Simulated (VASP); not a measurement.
Runs of VASP 6.6.1 on SiC (Moissanite 3C). The structure is that of space group F-43m (No. 216), or close to it. The cells are those of the table. 

```tsv
cell	gap on the mesh (eV)	pressure (GPa)
a = 3.082 Å, angles 60.0°, 2 atoms	1.36	3.2
a = 3.097 Å, angles 60.0°, 2 atoms	(a)	0.0
a = 3.012 Å, angles 60.0°, 2 atoms	1.29	20.8
a = 3.055 Å, angles 60.0°, 2 atoms	(b)	9.3
a = 2.826 Å, angles 60.0°, 2 atoms	(c)	98.2
```

Alike in all rows: task single point; level PBE; potentials or basis VASP PAW PBE potentials, release 64 (Si, C); no spin polarisation; k mesh 18 × 18 × 18; cutoff (eV) 520; smearing gaussian 0.05 eV.

**Question.** Estimate the missing entries.

**Answer.** (a) 1.37; (b) 1.33; (c) 1.07.

A k mesh can miss the band edges.
